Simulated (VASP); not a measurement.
# As (Fm-3m) in VASP: further runs

As is run at these levels: PBEsol; tasks: single point.

Everything below comes from runs of VASP 6.6.1. Logs are shortened: lines on timing, memory, paths and dates and some standing lists are left out, and cuts for length are marked.

**1. The cell of the first run**

Symmetry: Fm-3m, No. 225, cubic system. Conventional cell: a = 3.751 Å, b = 3.751 Å, c = 3.751 Å, α = 90.00°, β = 90.00°, γ = 90.00°. Within 3.5 Å of As (site symmetry m-3m) lie 12 As at 2.65 Å.

This isn't the form of As at room conditions, which is rhombohedral.

**2. Single point, PBEsol**

INCAR

```
SYSTEM = As
PREC = Accurate ; ENCUT = 500
EDIFF = 1E-6 ; ISMEAR = -1
SIGMA = 0.1 ; LREAL = .False.
LASPH = .True. ; NELM = 120
ALGO = Normal ; ISIF = 2
LWAVE = .False. ; LCHARG = .False.
GGA = PS ; NBANDS = 8
GGA_COMPAT = .False.
```

KPOINTS

```
Automatic mesh
0
Gamma
  9 9 9
  0 0 0
```

POSCAR

```
As
1.0
    0.0000000000      1.8755609651      1.8755609651
    1.8755609651      0.0000000000      1.8755609651
    1.8755609651      1.8755609651      0.0000000000
As
1
Direct
    0.0000000000      0.0000000000      0.0000000000
```

Potentials or basis: VASP PAW PBE potentials, release 64 (As).

Run with:

```console
> cat potpaw_PBE.64/As/POTCAR > POTCAR
> mpirun -np 1 vasp_std > vasp.out
```

OUTCAR:

```text
SYSTEM = As
   PREC = Accurate
   ENCUT = 500
   EDIFF = 1E-6
   ISMEAR = -1
   LREAL = .False.
   LASPH = .True.
   NELM = 120
   ISIF = 2
   GGA = PS

 ion  position               nearest neighbor table
   1  0.000  0.000  0.000-

  LATTYP: Found a face centered cubic cell.
 ALAT       =     3.7511219302

  Lattice vectors:

 A1 = (   0.0000000000,   1.8755609651,   1.8755609651)
 A2 = (   1.8755609651,   0.0000000000,   1.8755609651)
 A3 = (   1.8755609651,   1.8755609651,   0.0000000000)

Analysis of symmetry for initial positions (statically):
=====================================================================
 Subroutine PRICEL returns:
 Original cell was already a primitive cell.

 Routine SETGRP: Setting up the symmetry group for a
 face centered cubic supercell.

 Subroutine GETGRP returns: Found 48 space group operations
 (whereof 48 operations were pure point group operations)
 out of a pool of 48 trial point group operations.

The static configuration has the point symmetry O_h .

Analysis of symmetry for dynamics (positions and initial velocities):
=====================================================================
 Subroutine PRICEL returns:
 Original cell was already a primitive cell.

 Routine SETGRP: Setting up the symmetry group for a
 face centered cubic supercell.

 Subroutine GETGRP returns: Found 48 space group operations
 (whereof 48 operations were pure point group operations)
 out of a pool of 48 trial point group operations.

The dynamic configuration has the point symmetry O_h .

 Subroutine INISYM returns: Found 48 space group operations
 (whereof 48 operations are pure point group operations),
 and found     1 'primitive' translations

----------------------------------------------------------------------------------------

                                     Primitive cell

  volume of cell :      13.1954

  direct lattice vectors                    reciprocal lattice vectors
     0.000000000  1.875560965  1.875560965    -0.266586909  0.266586909  0.266586909
     1.875560965  0.000000000  1.875560965     0.266586909 -0.266586909  0.266586909
     1.875560965  1.875560965  0.000000000     0.266586909  0.266586909 -0.266586909

  length of vectors
     2.652443754  2.652443754  2.652443754     0.461742071  0.461742071  0.461742071

  position of ions in fractional coordinates (direct lattice)
[... 76 lines left out ...]
   NELM   =    120;   NELMIN=  2; NELMDL= -5     # of ELM steps
   EDIFF  = 0.1E-05   stopping-criterion for ELM
   LREAL  =      F    real-space projection
   EDIFFG = 0.1E-04   stopping-criterion for IOM
   NSW    =      0    number of steps for IOM
   IBRION =     -1    ionic relax: 0-MD 1-quasi-New 2-CG
   NFREE  =      0    steps in history (QN), initial steepest desc. (CG)
   ISIF   =      2    stress and relaxation
   ISYM   =      2    0-nonsym 1-usesym 2-fastsym
   POTIM  = 0.5000    time-step for ionic-motion
   TEBEG  =    0.0;   TEEND  =   0.0 temperature during run
   PSTRESS=    0.0 pullay stress
   NELECT =       5.0000    total number of electrons
   NUPDOWN=      -1.0000    fix difference up-down
   EMIN   =  10.00;   EMAX   =-10.00  energy-range for DOS
   EFERMI =   0.00;   METHOD = LEGACY
   ISMEAR =    -1;   SIGMA  =   0.10  broadening in eV -4-tet -1-fermi 0-gaus
   EFERMI_NEDOS =   21; number of points for ismear=-14 and -15
   IALGO  =     38    algorithm
   IMIX   =      4    mixing-type and parameters
     AMIX     =   0.40;   BMIX     =  1.00
     AMIX_MAG =   1.60;   BMIX_MAG =  1.00
  volume/ion in A,a.u.               =      13.20        89.05
  Fermi-wavevector in a.u.,A,eV,Ry     =   1.184651  2.238665 19.094379  1.403397
  Thomas-Fermi vector in A             =   2.320861
   LORBIT       =      0    0 simple, 1 ext, 2 COOP (PROOUT), +10 PAW based schemes
   GGA     = PS    functional components
   LHFCALC =     F    Hartree Fock is set to
   AEXX    =    0.0000 exact exchange contribution
   IVDW    =     0    specifies the selected vdW correction
   LEPSILON=     F    determine dielectric tensor
   LRPA    =     F    only Hartree local field effects (RPA)
 non-spin polarized calculation
  energy-cutoff  :      500.00
  volume of cell :       13.20
 maximum number of plane-waves:       347
   NGX =  9   NGY =  9   NGZ =  9

 number of electron       5.0000001 magnetization

 Free energy of the ion-electron system (eV)
  ---------------------------------------------------
  ext. energy  EPLUGINS =         0.00000000
  ---------------------------------------------------
  free energy    TOTEN  =        -3.86926532 eV

  energy without entropy =       -3.85775147  energy(sigma->0) =       -3.86350839

 E-fermi :  11.5063     XC(G=0): -12.5300

 val. band max:       11.4457626943   @ k =  -0.4444   0.3333   0.1111
 cond. band min:      11.6471122749   @ k =   0.2222   0.0000   0.0000
 fundamental gap:      0.2013495807
 Fermi energy:        11.5062606378

 k-point     1 :       0.0000    0.0000    0.0000
  band No.  band energies     occupation
      1      -7.8565      2.00000
      2      20.5744      0.00000
      3      20.5744      0.00000
      4      20.5744      0.00000
      5      25.3038      0.00000
      6      25.3038      0.00000
      7      25.3038      0.00000
      8      27.1465      0.00000
[... 243 lines left out ...]
 k-point    24 :       0.4444    0.4444    0.0000
  band No.  band energies     occupation
      1       0.5390      2.00000
      2       5.1661      2.00000
      3      12.1596      0.00290
      4      12.1596      0.00290
      5      16.6003      0.00000
      6      17.0689      0.00000
      7      39.9995      0.00000
      8      41.1847      0.00000

 [... further k-points ...]

------------------------ aborting loop because EDIFF is reached ----------------------------------------

  FORCE on cell =-STRESS in cart. coord.  units (eV):
  Direction    XX          YY          ZZ          XY          YZ          ZX
  --------------------------------------------------------------------------------------
  -------------------------------------------------------------------------------------
  Total        5.0929340      5.0929340      5.0929340      0.0000000      0.0000000     -0.0000000
  in kB      618.3794918    618.3794918    618.3794918      0.0000000      0.0000000     -0.0000000
  external PRESSURE =     618.3794918 kB  Pullay stress =       0.0000000 kB

 VOLUME and BASIS-vectors are now :
 -----------------------------------------------------------------------------
  energy-cutoff  :      500.00
  volume of cell :       13.20
      direct lattice vectors                 reciprocal lattice vectors
     0.000000000  1.875560965  1.875560965    -0.266586909  0.266586909  0.266586909
     1.875560965  0.000000000  1.875560965     0.266586909 -0.266586909  0.266586909
     1.875560965  1.875560965  0.000000000     0.266586909  0.266586909 -0.266586909

 POSITION                                       TOTAL-FORCE (eV/Angst)
 -----------------------------------------------------------------------------------
      0.00000      0.00000      0.00000         0.000000      0.000000      0.000000
 -----------------------------------------------------------------------------------
    total drift:                                0.000000      0.000000     -0.000000

  FREE ENERGIE OF THE ION-ELECTRON SYSTEM (eV)
  ---------------------------------------------------
  free  energy   TOTEN  =        -3.8692653153 eV

  energy  without entropy=       -3.8577514697  energy(sigma->0) =       -3.86350839
```

OSZICAR:

```text
N       E                     dE             d eps       ncg     rms          rms(c)
DAV:   1     0.209638137378E+01    0.20964E+01   -0.22714E+03   568   0.477E+02
DAV:   2    -0.385875995454E+01   -0.59551E+01   -0.57946E+01   792   0.493E+01
DAV:   3    -0.388977251227E+01   -0.31013E-01   -0.30987E-01   648   0.411E+00
DAV:   4    -0.388978247927E+01   -0.99670E-05   -0.99668E-05   848   0.786E-02
DAV:   5    -0.388978247969E+01   -0.42075E-09   -0.11224E-08   680   0.546E-04    0.388E+00
DAV:   6    -0.387681218429E+01    0.12970E-01   -0.57307E-04   688   0.161E-01    0.231E+00
DAV:   7    -0.386926261291E+01    0.75496E-02   -0.14738E-03   672   0.255E-01    0.342E-02
DAV:   8    -0.386926562175E+01   -0.30088E-05   -0.24139E-05   800   0.466E-02    0.139E-02
DAV:   9    -0.386926531531E+01    0.30644E-06   -0.77906E-07   640   0.557E-03
   1 F= -.38692653E+01 E0= -.38635084E+01  d E =-.115138E-01
```

stdout:

```text
POSCAR found type information on POSCAR As
 POSCAR found :  1 types and       1 ions
 scaLAPACK will be used
 -----------------------------------------------------------------------------
|                                                                             |
|                                                                             |
|     You enforced a specific xc type in the INCAR file but a different       |
|     I HOPE YOU KNOW WHAT YOU ARE DOING!                                     |
|                                                                             |
 -----------------------------------------------------------------------------

 LDA part: xc-table for (Slater+PW92), standard interpolation
 POSCAR, INCAR and KPOINTS ok, starting setup
 FFT: planning ... GRIDC
 FFT: planning ... GRID_SOFT
 FFT: planning ... GRID
 WAVECAR not read
 entering main loop
```

It took 6.7 s on 1 thread of AMD EPYC 7R43 (Zen 3), shared host; peak memory 0.08 GiB.

What came out:

| Property | Result |
| --- | --- |
| Free energy | -3.8693 eV |
| Pressure | 61.8 GPa |
| Band gap on the k mesh | zero (an odd number of electrons rules out a gap without spin polarisation) |

Caveat: the cell stands under pressure; the PAW data sets were made with another functional, which shifts forces and pressure a little.

**3. Single point, PBEsol**

This run uses another cell than the first one, of 15.70 Å³/atom.

INCAR

```
SYSTEM = As
PREC = Accurate
ENCUT = 500
EDIFF = 1E-6
ISMEAR = -1
SIGMA = 0.1
LREAL = .FALSE.
LASPH = .TRUE.
NELM = 120
ALGO = Normal
ISIF = 2
LWAVE = .FALSE.
LCHARG = .TRUE.
GGA = PS
LELF = .TRUE.
LVHAR = .TRUE.
NBANDS = 8
GGA_COMPAT = .FALSE.
```

KPOINTS

```
regular mesh
0
G
  9 9 9
  0 0 0
```

POSCAR

```
As
1.0
    0.0000000000      1.9872287674      1.9872287674
    1.9872287674      0.0000000000      1.9872287674
    1.9872287674      1.9872287674      0.0000000000
As
1
Direct
    0.0000000000      0.0000000000      0.0000000000
```

Potentials or basis: VASP PAW PBE potentials, release 64 (As).

Run with:

```console
> cat potpaw_PBE.64/As/POTCAR > POTCAR
> mpirun -np 1 vasp_std > vasp.out
```

OUTCAR:

```text
SYSTEM = As
   PREC = Accurate
   ENCUT = 500
   EDIFF = 1E-6
   ISMEAR = -1
   LREAL = .FALSE.
   LASPH = .TRUE.
   NELM = 120
   ISIF = 2
   GGA = PS

 ion  position               nearest neighbor table
   1  0.000  0.000  0.000-

  LATTYP: Found a face centered cubic cell.
 ALAT       =     3.9744575348

  Lattice vectors:

 A1 = (   0.0000000000,   1.9872287674,   1.9872287674)
 A2 = (   1.9872287674,   0.0000000000,   1.9872287674)
 A3 = (   1.9872287674,   1.9872287674,   0.0000000000)

Analysis of symmetry for initial positions (statically):
=====================================================================
 Subroutine PRICEL returns:
 Original cell was already a primitive cell.

 Routine SETGRP: Setting up the symmetry group for a
 face centered cubic supercell.

 Subroutine GETGRP returns: Found 48 space group operations
 (whereof 48 operations were pure point group operations)
 out of a pool of 48 trial point group operations.

The static configuration has the point symmetry O_h .

Analysis of symmetry for dynamics (positions and initial velocities):
=====================================================================
 Subroutine PRICEL returns:
 Original cell was already a primitive cell.

 Routine SETGRP: Setting up the symmetry group for a
 face centered cubic supercell.

 Subroutine GETGRP returns: Found 48 space group operations
 (whereof 48 operations were pure point group operations)
 out of a pool of 48 trial point group operations.

The dynamic configuration has the point symmetry O_h .

 Subroutine INISYM returns: Found 48 space group operations
 (whereof 48 operations are pure point group operations),
 and found     1 'primitive' translations

----------------------------------------------------------------------------------------

                                     Primitive cell

[... 107 lines left out ...]
     AMIX     =   0.40;   BMIX     =  1.00
     AMIX_MAG =   1.60;   BMIX_MAG =  1.00
  volume/ion in A,a.u.               =      15.70       105.92
  Fermi-wavevector in a.u.,A,eV,Ry     =   1.118082  2.112869 17.008742  1.250107
  Thomas-Fermi vector in A             =   2.254710
   LORBIT       =      0    0 simple, 1 ext, 2 COOP (PROOUT), +10 PAW based schemes
   GGA     = PS    functional components
   LHFCALC =     F    Hartree Fock is set to
   AEXX    =    0.0000 exact exchange contribution
   IVDW    =     0    specifies the selected vdW correction
   LEPSILON=     F    determine dielectric tensor
   LRPA    =     F    only Hartree local field effects (RPA)
 non-spin polarized calculation
  energy-cutoff  :      500.00
  volume of cell :       15.70
 maximum number of plane-waves:       411
   NGX = 11   NGY = 11   NGZ = 11

 number of electron       5.0000000 magnetization

 Free energy of the ion-electron system (eV)
  ---------------------------------------------------
  ext. energy  EPLUGINS =         0.00000000
  ---------------------------------------------------
  free energy    TOTEN  =        -4.46664243 eV

  energy without entropy =       -4.44387705  energy(sigma->0) =       -4.45525974

 E-fermi :   9.0408     XC(G=0): -11.7285

 val. band max:        8.9662687789   @ k =   0.2222   0.0000   0.0000
 cond. band min:       9.1547610855   @ k =  -0.4444   0.3333   0.1111
 fundamental gap:      0.1884923066
 Fermi energy:         9.0407867906

 k-point     1 :       0.0000    0.0000    0.0000
  band No.  band energies     occupation
      1      -8.2798      2.00000
      2      16.2616      0.00000
      3      16.2616      0.00000
      4      16.2616      0.00000
      5      21.9787      0.00000
      6      21.9787      0.00000
      7      21.9787      0.00000
      8      24.2030      0.00000
[... 243 lines left out ...]
 k-point    24 :       0.4444    0.4444    0.0000
  band No.  band energies     occupation
      1      -1.1508      2.00000
      2       3.1791      2.00000
      3       9.5539      0.01175
      4       9.5539      0.01175
      5      14.1628      0.00000
      6      14.3154      0.00000
      7      34.9866      0.00000
      8      35.7260      0.00000

 [... further k-points ...]

------------------------ aborting loop because EDIFF is reached ----------------------------------------

  FORCE on cell =-STRESS in cart. coord.  units (eV):
  Direction    XX          YY          ZZ          XY          YZ          ZX
  --------------------------------------------------------------------------------------
  -------------------------------------------------------------------------------------
  Total        2.0178475      2.0178475      2.0178475     -0.0000000     -0.0000000      0.0000000
  in kB      205.9801303    205.9801303    205.9801303     -0.0000000     -0.0000000      0.0000000
  external PRESSURE =     205.9801303 kB  Pullay stress =       0.0000000 kB

 VOLUME and BASIS-vectors are now :
 -----------------------------------------------------------------------------
  energy-cutoff  :      500.00
  volume of cell :       15.70
      direct lattice vectors                 reciprocal lattice vectors
     0.000000000  1.987228767  1.987228767    -0.251606664  0.251606664  0.251606664
     1.987228767  0.000000000  1.987228767     0.251606664 -0.251606664  0.251606664
     1.987228767  1.987228767  0.000000000     0.251606664  0.251606664 -0.251606664

 POSITION                                       TOTAL-FORCE (eV/Angst)
 -----------------------------------------------------------------------------------
      0.00000      0.00000      0.00000         0.000000      0.000000      0.000000
 -----------------------------------------------------------------------------------
    total drift:                                0.000000      0.000000     -0.000000

  FREE ENERGIE OF THE ION-ELECTRON SYSTEM (eV)
  ---------------------------------------------------
  free  energy   TOTEN  =        -4.4666424285 eV

  energy  without entropy=       -4.4438770550  energy(sigma->0) =       -4.45525974
```

Wall time 9.5 s (1 thread of AMD EPYC 7R43 (Zen 3), shared host); peak memory 0.08 GiB.

What came out:

* Free energy: -4.4666 eV
* Pressure: 20.6 GPa
* Band gap on the k mesh: zero (an odd number of electrons rules out a gap without spin polarisation)

Caveat: the cell stands under pressure; the PAW data sets were made with another functional, which shifts forces and pressure a little.

**4. Single point, PBEsol**

This run uses another cell than the first one, of 14.18 Å³/atom.

INCAR

```
SYSTEM = As
  PREC = Accurate
  ENCUT = 500
  EDIFF = 1E-6
  ISMEAR = -1
  SIGMA = 0.1
  LREAL = .FALSE.
  LASPH = .TRUE.
  NELM = 120
  ALGO = Normal
  ISIF = 2
  LWAVE = .FALSE.
  LCHARG = .FALSE.
  GGA = PS
  NBANDS = 8
  GGA_COMPAT = .FALSE.
```

KPOINTS is that of step 3.

POSCAR

```
As
1.0
    0.0000000000      1.9213082226      1.9213082226
    1.9213082226      0.0000000000      1.9213082226
    1.9213082226      1.9213082226      0.0000000000
As
1
Direct
    0.0000000000      0.0000000000      0.0000000000
```

Run with:

```console
> cat potpaw_PBE.64/As/POTCAR > POTCAR
> mpirun -np 1 vasp_std > vasp.out
```

Wall time 5.9 s (1 thread of AMD EPYC 7R43 (Zen 3), shared host); peak memory 0.08 GiB.

Results (log left out):

| Item | Value |
| --- | --- |
| Free energy | -4.1836 eV |
| Pressure | 41.2 GPa |
| Band gap on the k mesh | zero (an odd number of electrons rules out a gap without spin polarisation) |

Levels at points of the mesh, in eV from the Fermi level:
```csv
k point,band 1,band 2,band 3,band 4,band 5
"(0.00, 0.00, 0.00)",-18.51,8.22,8.22,8.22,13.39
```

Caveat: the cell stands under pressure; the PAW data sets were made with another functional, which shifts forces and pressure a little.

**5. Summary**

```tsv
cell	gap on the mesh (eV)	pressure (GPa)
a = 2.652 Å, angles 60.0°, 1 atom	none	61.8
a = 2.810 Å, angles 60.0°, 1 atom	none	20.6
a = 2.717 Å, angles 60.0°, 1 atom	none	41.2
```

Alike in all rows: task single point; level PBEsol; potentials or basis VASP PAW PBE potentials, release 64 (As); no spin polarisation; k mesh 9 × 9 × 9; cutoff (eV) 500; smearing fermi-dirac 0.1 eV.

Caveats: the cell stands under pressure; the PAW data sets were made with another functional, which shifts forces and pressure a little.

Absolute energies hang on the potentials; compare differences alone.
